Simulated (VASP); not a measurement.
Runs of VASP 6.6.1 on BiTe. The structure is that of space group Fm-3m (No. 225), or close to it. The cells are those of the table. 

```csv
cell,gap on the mesh (eV),pressure (GPa)
"a = 4.694 Å, angles 60.0°, 2 atoms",none,(b)
"a = 4.635 Å, angles 60.0°, 2 atoms",none,-1.2
"a = 4.575 Å, angles 60.0°, 2 atoms",none,0.6
"a = 4.450 Å, angles 60.0°, 2 atoms",none,5.7
"a = 4.751 Å, angles 60.0°, 2 atoms",none,(a)
"a = 4.384 Å, angles 60.0°, 2 atoms",none,9.2
"a = 4.513 Å, angles 60.0°, 2 atoms",none,2.8
```

Alike in all rows: task single point; level PBE; potentials or basis VASP PAW PBE potentials, release 64 (Bi_d, Te); no spin polarisation; k mesh 8 × 8 × 8; cutoff (eV) 520; smearing gaussian 0.1 eV.

Task: Estimate the missing entries.

Result: (a) -3.8; (b) -2.7.

Caveats: spin-orbit coupling is left out, which moves the levels of the heavy elements.

A k mesh can miss the band edges, and the runs leave out spin-orbit coupling on Bi, Te.

A gap of «none» marks levels without a gap at the run's occupations.
